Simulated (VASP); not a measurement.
# Cr (Im-3m) in VASP: notebook, part 2 of 2

VASP 6.6.1.

## 3. Single point, LDA, collinear spin, ferromagnetic start (volume scaled by 0.99)

INCAR

```
PREC = Accurate ; ENCUT = 520
EDIFF = 1E-7 ; ISMEAR = -1
SIGMA = 0.08 ; LREAL = False
LASPH = True ; NELM = 150
ALGO = Normal ; ISIF = 2
LWAVE = False ; LCHARG = True
ISPIN = 2 ; MAGMOM = 3
LORBIT = 11 ; LMAXMIX = 4
LELF = True ; LVHAR = True
NBANDS = 16
```

KPOINTS

```
Automatic mesh
0
Gamma
  18 18 18
```

POSCAR

```
Cr
1.0
   -1.4371273887      1.4371273887      1.4371273887
    1.4371273887     -1.4371273887      1.4371273887
    1.4371273887      1.4371273887     -1.4371273887
Cr
1
Direct
    0.0000000000      0.0000000000      0.0000000000
```

Potentials or basis: VASP PAW LDA potentials, release 64 (Cr_pv).

The run is started by

```console
$ cat potpaw_LDA.64/Cr_pv/POTCAR > POTCAR
$ mpirun -np 1 vasp_std > vasp.out
```

Wall time 33 s (1 thread of Intel Xeon 6975P-C (Granite Rapids), shared host); peak memory 0.16 GiB.

Results (log left out):

```yaml
Free_energy: -10.5570 eV
Pressure: -22.5 GPa
Band_gap_on_the_k_mesh: zero (filled and empty bands overlap)
Net_moment: 0.00 μB per cell
Valence_electrons_inside_the_program's_atomic_spheres: Cr 11.00
```

Levels at points of the mesh, in eV from the Fermi level:
Spin up:
```
           k point  band 4  band 5  band 6  band 7  band 8  band 9
(0.00, 0.00, 0.00)   -7.70   -0.89   -0.89   -0.89    1.04    1.04
(0.50, 0.00, 0.00)   -4.31   -2.38    1.05    1.13    1.36    2.75
(0.50, 0.50, 0.50)   -4.19   -4.19    2.37    2.37    2.37    5.32
```
Spin down:
| k point | band 2 | band 3 | band 4 | band 5 | band 6 | band 7 | band 8 | band 9 | band 10 | band 11 |
| --- | --- | --- | --- | --- | --- | --- | --- | --- | --- | --- |
| (0.00, 0.00, 0.00) | -42.38 | -42.38 | -7.70 | -0.89 | -0.89 | -0.89 | 1.04 | 1.04 | 5.32 | 22.12 |
| (0.50, 0.00, 0.00) | -42.65 | -42.38 | -4.31 | -2.38 | 1.05 | 1.13 | 1.36 | 2.75 | 5.31 | 9.61 |
| (0.50, 0.50, 0.50) | -42.97 | -42.97 | -4.19 | -4.19 | 2.37 | 2.37 | 2.37 | 5.32 | 10.36 | 10.36 |

Caveat: the starting moments collapsed, and a magnetic state may lie lower.

## 4. Single point, LDA, collinear spin, ferromagnetic start (volume scaled by 1.02)

INCAR

```
SYSTEM = Cr
PREC     = Accurate       ! precision mode
ENCUT    = 520            ! plane-wave cutoff, eV
EDIFF    = 1E-6           ! SCF threshold, eV
ISMEAR   = -1             ! smearing method
SIGMA    = 0.08           ! smearing width, eV
LREAL    = .False.        ! projectors in reciprocal space
LASPH    = .True.         ! aspherical terms in the spheres
NELM     = 150            ! most SCF steps
ALGO     = Normal         ! electronic algorithm
ISIF     = 2              ! what is computed and relaxed
LWAVE    = .False.        ! write WAVECAR
LCHARG   = .False.        ! write CHGCAR
ISPIN    = 2              ! spin polarisation
MAGMOM   = 3              ! initial moments
LORBIT   = 11             ! projections on sites
LMAXMIX  = 4              ! l up to which the mixer works
GGA      = CA             ! functional
NBANDS   = 16             ! bands
```

KPOINTS

```
Automatic mesh
0
Gamma
  18 18 18
  0 0 0
```

POSCAR

```
Cr
1.0
   -1.4514996160      1.4514996160      1.4514996160
    1.4514996160     -1.4514996160      1.4514996160
    1.4514996160      1.4514996160     -1.4514996160
Cr
1
Direct
    0.0000000000      0.0000000000      0.0000000000
```

The run is started by

```console
$ cat potpaw_LDA.64/Cr_pv/POTCAR > POTCAR
$ mpirun -np 1 vasp_std > vasp.out
```

It took 31 s on 1 thread of Intel Xeon 6975P-C (Granite Rapids), shared host; peak memory 0.17 GiB.

Results (log left out):

```yaml
Free_energy: -10.5003 eV
Pressure: -28.1 GPa
Band_gap_on_the_k_mesh: zero (filled and empty bands overlap)
Net_moment: 0.00 μB per cell
Valence_electrons_inside_the_program's_atomic_spheres: Cr 10.95
```

Levels at points of the mesh, in eV from the Fermi level:
Spin up:
```tsv
k point	band 2	band 3	band 4	band 5	band 6	band 7	band 8	band 9	band 10	band 11
(0.00, 0.00, 0.00)	-42.41	-42.41	-7.58	-0.85	-0.85	-0.85	1.00	1.00	5.30	21.90
(0.50, 0.00, 0.00)	-42.66	-42.42	-4.16	-2.28	1.01	1.07	1.30	2.64	5.30	9.27
(0.50, 0.50, 0.50)	-42.96	-42.96	-4.01	-4.01	2.27	2.27	2.27	5.30	10.10	10.10
```
Spin down:
```
           k point  band 2  band 3  band 4  band 5  band 6  band 7  band 8  band 9  band 10  band 11
(0.00, 0.00, 0.00)  -42.41  -42.41   -7.58   -0.85   -0.85   -0.85    1.00    1.00     5.30    21.90
(0.50, 0.00, 0.00)  -42.66  -42.42   -4.16   -2.28    1.01    1.07    1.30    2.64     5.30     9.27
(0.50, 0.50, 0.50)  -42.96  -42.96   -4.01   -4.01    2.27    2.27    2.27    5.30    10.10    10.10
```

Caveat: the starting moments collapsed, and a magnetic state may lie lower.

## 5. Single point, LDA, collinear spin, ferromagnetic start (volume scaled by 1.06)

INCAR

```
  PREC = Accurate
  ENCUT = 520
  EDIFF = 1E-7
  ISMEAR = -1
  SIGMA = 0.08
  LREAL = False
  LASPH = True
  NELM = 150
  ALGO = Normal
  ISIF = 2
  LWAVE = False
  LCHARG = False
  ISPIN = 2
  MAGMOM = 3
  LORBIT = 11
  LMAXMIX = 4
  GGA = CA
  NBANDS = 16
```

KPOINTS

```
Automatic mesh
0
Gamma
  18 18 18
```

POSCAR

```
Cr
1.0
   -1.4702307093      1.4702307093      1.4702307093
    1.4702307093     -1.4702307093      1.4702307093
    1.4702307093      1.4702307093     -1.4702307093
Cr
1
Direct
    0.0000000000      0.0000000000      0.0000000000
```

The run is started by

```console
$ cat potpaw_LDA.64/Cr_pv/POTCAR > POTCAR
$ mpirun -np 1 vasp_std > vasp.out
```

Run time: 36 s. Hardware: 1 thread of Intel Xeon 6975P-C (Granite Rapids), shared host; peak memory 0.16 GiB.

The run converged. Its results:

| Quantity | Value |
| --- | --- |
| Free energy | -10.4073 eV |
| Pressure | -34.0 GPa |
| Band gap on the k mesh | zero (filled and empty bands overlap) |
| Net moment | 0.00 μB per cell |
| Valence electrons inside the program's atomic spheres | Cr 10.87 |

Levels at points of the mesh, in eV from the Fermi level:
Spin up:
```tsv
k point	band 2	band 3	band 4	band 5	band 6	band 7	band 8	band 9	band 10	band 11
(0.00, 0.00, 0.00)	-42.45	-42.45	-7.43	-0.80	-0.80	-0.80	0.95	0.95	5.29	21.61
(0.50, 0.00, 0.00)	-42.67	-42.45	-3.98	-2.15	0.95	1.00	1.23	2.50	5.28	8.85
(0.50, 0.50, 0.50)	-42.93	-42.93	-3.79	-3.79	2.16	2.16	2.16	5.29	9.79	9.79
```
Spin down:
```
           k point  band 4  band 5  band 6  band 7  band 8  band 9
(0.00, 0.00, 0.00)   -7.43   -0.80   -0.80   -0.80    0.95    0.95
(0.50, 0.00, 0.00)   -3.98   -2.15    0.95    1.00    1.23    2.50
(0.50, 0.50, 0.50)   -3.79   -3.79    2.16    2.16    2.16    5.29
```

Caveat: the starting moments collapsed, and a magnetic state may lie lower.

## 6. Single point, LDA, collinear spin, ferromagnetic start (volume scaled by 0.96)

INCAR

```
PREC     = Accurate       # precision mode
ENCUT    = 500            # plane-wave cutoff, eV
EDIFF    = 1E-6           # SCF threshold, eV
ISMEAR   = -1             # smearing method
SIGMA    = 0.08           # smearing width, eV
LREAL    = F              # projectors in reciprocal space
LASPH    = T              # aspherical terms in the spheres
NELM     = 200            # most SCF steps
ALGO     = Normal         # electronic algorithm
ISIF     = 2              # what is computed and relaxed
LWAVE    = F              # write WAVECAR
LCHARG   = T              # write CHGCAR
ISPIN    = 2              # spin polarisation
MAGMOM   = 3              # initial moments
LORBIT   = 11             # projections on sites
LMAXMIX  = 4              # l up to which the mixer works
GGA      = CA             # functional
LELF     = T              # ELF
LVHAR    = T            
NBANDS   = 16             # bands
GGA_COMPAT= F
```

KPOINTS is that of step 5.

POSCAR

```
Cr
1.0
   -1.4224618002      1.4224618002      1.4224618002
    1.4224618002     -1.4224618002      1.4224618002
    1.4224618002      1.4224618002     -1.4224618002
Cr
1
Direct
    0.0000000000      0.0000000000      0.0000000000
```

Potentials or basis: VASP PAW LDA potentials, release 64 (Cr_pv).

The run is started by

```console
$ cat potpaw_LDA.64/Cr_pv/POTCAR > POTCAR
$ mpirun -np 1 vasp_std > vasp.out
```

It took 43 s on 1 thread of Intel Xeon 6455B, shared host; peak memory 0.16 GiB.

It converged, with:

```yaml
Free_energy: -10.6000 eV
Pressure: -16.0 GPa
Band_gap_on_the_k_mesh: zero (filled and empty bands overlap)
Net_moment: 0.00 μB per cell
Valence_electrons_inside_the_program's_atomic_spheres: Cr 11.07
```

Levels at points of the mesh, in eV from the Fermi level:
Spin up:
| k point | band 3 | band 4 | band 5 | band 6 | band 7 | band 8 | band 9 | band 10 |
| --- | --- | --- | --- | --- | --- | --- | --- | --- |
| (0.00, 0.00, 0.00) | -42.34 | -7.81 | -0.94 | -0.94 | -0.94 | 1.07 | 1.07 | 5.33 |
| (0.50, 0.00, 0.00) | -42.35 | -4.47 | -2.49 | 1.09 | 1.20 | 1.41 | 2.87 | 5.33 |
| (0.50, 0.50, 0.50) | -43.00 | -4.38 | -4.38 | 2.47 | 2.47 | 2.47 | 5.33 | 10.63 |
Spin down:
```tsv
k point	band 2	band 3	band 4	band 5	band 6	band 7	band 8	band 9	band 10	band 11
(0.00, 0.00, 0.00)	-42.34	-42.34	-7.81	-0.94	-0.94	-0.94	1.07	1.07	5.33	22.35
(0.50, 0.00, 0.00)	-42.64	-42.35	-4.47	-2.49	1.09	1.20	1.41	2.87	5.33	9.97
(0.50, 0.50, 0.50)	-43.00	-43.00	-4.38	-4.38	2.47	2.47	2.47	5.33	10.63	10.63
```

Caveat: the starting moments collapsed, and a magnetic state may lie lower.
